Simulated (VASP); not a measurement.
# Te (Im-3m) in VASP: further runs, part 2 of 2

VASP 6.6.1.

## Step 4: Relaxation of cell and atoms, PBE, target pressure 9 GPa, at which the enthalpy is minimised

Contents of INCAR:

```
PREC = Accurate
ENCUT = 600
EDIFF = 1E-7
ISMEAR = -1
SIGMA = 0.1
LREAL = F
LASPH = T
NELM = 60
ALGO = Normal
ISIF = 3
LWAVE = F
LCHARG = F
GGA = PE
IBRION = 2
NSW = 60
EDIFFG = -0.005
PSTRESS = 90.0
```

Contents of KPOINTS:

```
regular mesh
0
Gamma
  15 15 15
```

Contents of POSCAR:

```
Te
1.0
   -1.8483696664      1.8483696664      1.8483696664
    1.8483696664     -1.8483696664      1.8483696664
    1.8483696664      1.8483696664     -1.8483696664
Te
1
Direct
    0.0000000000      0.0000000000      0.0000000000
```

Potentials or basis: VASP PAW PBE potentials, release 64 (Te).

Launch:

```
cat potpaw_PBE.64/Te/POTCAR > POTCAR
mpirun -np 1 vasp_std > vasp.out
```

OUTCAR:

```text
PREC = Accurate
   ENCUT = 600
   EDIFF = 1E-7
   ISMEAR = -1
   LREAL = F
   LASPH = T
   NELM = 60
   ISIF = 3
   GGA = PE
   IBRION = 2
   NSW = 60
   EDIFFG = -0.005
   PSTRESS = 90.0

 ion  position               nearest neighbor table
   1  0.000  0.000  0.000-

  LATTYP: Found a body centered cubic cell.
 ALAT       =     3.6967393328

  Lattice vectors:

 A1 = (  -1.8483696664,   1.8483696664,   1.8483696664)
 A2 = (   1.8483696664,  -1.8483696664,   1.8483696664)
 A3 = (   1.8483696664,   1.8483696664,  -1.8483696664)

Analysis of symmetry for initial positions (statically):
=====================================================================
 Subroutine PRICEL returns:
 Original cell was already a primitive cell.

 Routine SETGRP: Setting up the symmetry group for a
 body centered cubic supercell.

 Subroutine GETGRP returns: Found 48 space group operations
 (whereof 48 operations were pure point group operations)
 out of a pool of 48 trial point group operations.
[... 163 lines left out ...]

------------------------ aborting loop because EDIFF is reached ----------------------------------------

  FORCE on cell =-STRESS in cart. coord.  units (eV):
  Direction    XX          YY          ZZ          XY          YZ          ZX
  --------------------------------------------------------------------------------------
  -------------------------------------------------------------------------------------
  Total        1.3959790      1.3959790      1.3959790      0.0000000     -0.0000000      0.0000000
  in kB       88.5447850     88.5447850     88.5447850      0.0000000     -0.0000000      0.0000000
  external PRESSURE =      -1.4552150 kB  Pullay stress =      90.0000000 kB
[... 61 lines left out ...]
--------------------------------------- Ionic step        3  -------------------------------------------

 number of electron       6.0000000 magnetization

 Free energy of the ion-electron system (eV)
  ---------------------------------------------------
  ext. energy  EPLUGINS =         0.00000000
  ---------------------------------------------------
  free energy    TOTEN  =        -2.75872704 eV

  energy without entropy =       -2.72997566  energy(sigma->0) =       -2.74435135

 E-fermi :   9.6762     XC(G=0): -10.6274

 val. band max:        9.6503919170   @ k =   0.2667   0.2000   0.0667
 cond. band min:       9.6814620727   @ k =  -0.2667   0.2667   0.2000
 fundamental gap:      0.0310701558
 Fermi energy:         9.6761892624

 k-point     1 :       0.0000    0.0000    0.0000
  band No.  band energies     occupation
      1      -5.2781      2.00000
      2      13.2970      0.00000
      3      13.2970      0.00000
      4      13.2970      0.00000
      5      19.7761      0.00000
      6      19.7761      0.00000
      7      19.7761      0.00000
[... 221 lines left out ...]
 k-point    24 :       0.4000    0.2000    0.0000
  band No.  band energies     occupation
      1      -1.1395      2.00000
      2       3.4553      2.00000
      3       6.8630      2.00000
      4      10.8007      0.00003
      5      16.8066      0.00000
      6      19.5497      0.00000
      7      21.8317      0.00000

 [... further k-points ...]
[... 5 lines left out ...]
  --------------------------------------------------------------------------------------
  -------------------------------------------------------------------------------------
  Total        1.4178809      1.4178809      1.4178809     -0.0000000      0.0000000      0.0000000
  in kB       90.0807290     90.0807290     90.0807290     -0.0000000      0.0000000      0.0000000
  external PRESSURE =       0.0807290 kB  Pullay stress =      90.0000000 kB
[... 20 lines left out ...]
  energy  without entropy=       -2.7299756594  energy(sigma->0) =       -2.74435135

  enthalpy is  TOTEN    =        -1.3421168684 eV   P V=        1.4166101712

 reached required accuracy - stopping structural energy minimisation
```

OSZICAR:

```text
N       E                     dE             d eps       ncg     rms          rms(c)
DAV:   1     0.134691297152E+02    0.13469E+02   -0.27081E+03  1687   0.767E+02
DAV:   2    -0.249018202056E+01   -0.15959E+02   -0.15471E+02  2373   0.840E+01
DAV:   3    -0.275919343022E+01   -0.26901E+00   -0.26663E+00  2100   0.124E+01
[... 18 lines left out ...]
       N       E                     dE             d eps       ncg     rms          rms(c)
DAV:   1    -0.275875924495E+01   -0.24486E-02   -0.87861E-04  1778   0.160E-01    0.305E-02
DAV:   2    -0.275873812481E+01    0.21120E-04   -0.22296E-05  1827   0.362E-02    0.166E-02
DAV:   3    -0.275872708214E+01    0.11043E-04   -0.21081E-05  1771   0.247E-02    0.225E-02
DAV:   4    -0.275872703956E+01    0.42574E-07   -0.30315E-07  2226   0.467E-03
   3 F= -.13421169E+01 E0= -.13277412E+01  d E =-.187995E-04
```

Wall time 26 s (1 thread of Intel Xeon Platinum 8559C (Emerald Rapids), shared host); peak memory 0.17 GiB.

Results:

- Free energy: -2.7587 eV
- Relaxed volume: 25.22 Å³/atom
- Relaxed cell: a = 3.200 Å, b = 3.200 Å, c = 3.200 Å, α = 109.47°, β = 109.47°, γ = 109.47°
- Space group after relaxing (to 0.05 Å): Im-3m (No. 229)
- Energy change on relaxing (the enthalpy is what falls): +2.3 meV/atom
- Ionic steps: 3
- Pressure after relaxing: 9.0 GPa
- Band gap on the k mesh: zero (band 3 reaches 13.30 eV, above the bottom of band 4 at 6.28 eV)

Step by step:
| step | energy change (eV) | largest force (eV/Å) | pressure (GPa) | volume (Å³) |
| --- | --- | --- | --- | --- |
| 1 | 0.0000 | 0.0000 | 8.85 | 25.26 |
| 2 | 0.0047 | 0.0000 | 9.17 | 25.18 |
| 3 | 0.0023 | 0.0000 | 9.01 | 25.22 |

Final structure:
```
Te
1.0
    -1.84737    1.84737    1.84737
     1.84737   -1.84737    1.84737
     1.84737    1.84737   -1.84737
Te
1
Cartesian
  0.0000 0.0000 0.0000
```

Levels at points of the mesh, in eV from the Fermi level:
| k point | band 1 | band 2 | band 3 | band 4 | band 5 | band 6 | band 7 |
| --- | --- | --- | --- | --- | --- | --- | --- |
| (0.00, 0.00, 0.00) | -14.95 | 3.62 | 3.62 | 3.62 | 10.10 | 10.10 | 10.10 |

Caveat: the cell is relaxed towards a set pressure, so the enthalpy falls and the energy may rise; spin-orbit coupling is left out, which moves the levels of the heavy elements.

## Step 5: Relaxation of cell and atoms, PBE, target pressure 9 GPa, at which the enthalpy is minimised

Contents of INCAR:

```
SYSTEM = Te
  PREC = Accurate
  ENCUT = 600
  EDIFF = 1E-7
  ISMEAR = -1
  SIGMA = 0.1
  LREAL = .FALSE.
  LASPH = .TRUE.
  NELM = 80
  ALGO = Normal
  ISIF = 3
  LWAVE = .FALSE.
  LCHARG = .FALSE.
  GGA = PE
  IBRION = 2
  NSW = 32
  EDIFFG = -0.005
  PSTRESS = 90.0
```

Contents of KPOINTS:

```
regular mesh
0
G
  15 15 15
  0 0 0
```

Contents of POSCAR:

```
Te
1.0
   -1.8480934304      1.8480934304      1.8480934304
    1.8480934304     -1.8480934304      1.8480934304
    1.8480934304      1.8480934304     -1.8480934304
Te
1
Direct
    0.0000000000      0.0000000000      0.0000000000
```

Launch:

```
cat potpaw_PBE.64/Te/POTCAR > POTCAR
mpirun -np 1 vasp_std > vasp.out
```

Run time: 21 s. Hardware: 1 thread of Intel Xeon Platinum 8559C (Emerald Rapids), shared host; peak memory 0.17 GiB.

The run converged. Its results:

```yaml
Free_energy: -2.7587 eV
Relaxed_volume: 25.22 Å³/atom
Relaxed_cell: a = 3.200 Å, b = 3.200 Å, c = 3.200 Å, α = 109.47°, β = 109.47°, γ = 109.47°
Space_group_after_relaxing_to_0.05_Å: Im-3m (No. 229)
Energy_change_on_relaxing_the_enthalpy_is_what_falls: +1.7 meV/atom
Ionic_steps: 3
Pressure_after_relaxing: 9.0 GPa
Band_gap_on_the_k_mesh: zero (band 3 reaches 13.30 eV, above the bottom of band 4 at 6.28 eV)
```

The path:
```
step  energy change (eV)  largest force (eV/Å)  pressure (GPa)  volume (Å³)
   1              0.0000                0.0000            8.90        25.25
   2              0.0033                0.0000            9.12        25.19
   3              0.0017                0.0000            9.01        25.22
```

Final structure:
```
CELL_PARAMETERS angstrom
-1.84735 1.84735 1.84735
1.84735 -1.84735 1.84735
1.84735 1.84735 -1.84735
ATOMIC_POSITIONS crystal
Te 0.00000 0.00000 0.00000
```

Levels at points of the mesh, in eV from the Fermi level:
```
           k point  band 1  band 2  band 3  band 4  band 5  band 6  band 7
(0.00, 0.00, 0.00)  -14.95    3.62    3.62    3.62   10.10   10.10   10.10
```

Caveat: the cell is relaxed towards a set pressure, so the enthalpy falls and the energy may rise; spin-orbit coupling is left out, which moves the levels of the heavy elements.
